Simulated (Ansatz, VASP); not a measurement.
BAs: VASP beside Ansatz

```
CELL_PARAMETERS angstrom
0.00000 2.35622 2.35622
2.35622 0.00000 2.35622
2.35622 2.35622 0.00000
ATOMIC_POSITIONS crystal
B 0.00000 0.00000 0.00000
As 0.75000 0.75000 0.75000
```

Change from the starting cell: volume scaled by 0.96, crystal datasets.

Alike in both runs: task electric field gradients; functional LDA; k mesh 15 × 15 × 15; occupations fermi-dirac, width 0.03 eV; no spin polarisation.

|  | VASP | Ansatz |
| --- | --- | --- |
| version | VASP 6.6.1 | Ansatz 0.2.0 |
| potentials or method | VASP PAW LDA potentials, release 64 (B, As), cutoff 520 eV | all-electron PAW with datasets made for the crystal, scalar-relativistic |

Ansatz gave:

```
pressure (GPa) : 1.9
```

Q: Which values does VASP return?

A: Pressure (GPa): 2.9.

LDA's correlation is that of Perdew and Zunger in VASP and of Perdew and Wang (1992) in Ansatz. Ansatz ran all-electron here, and VASP with PAW potentials.
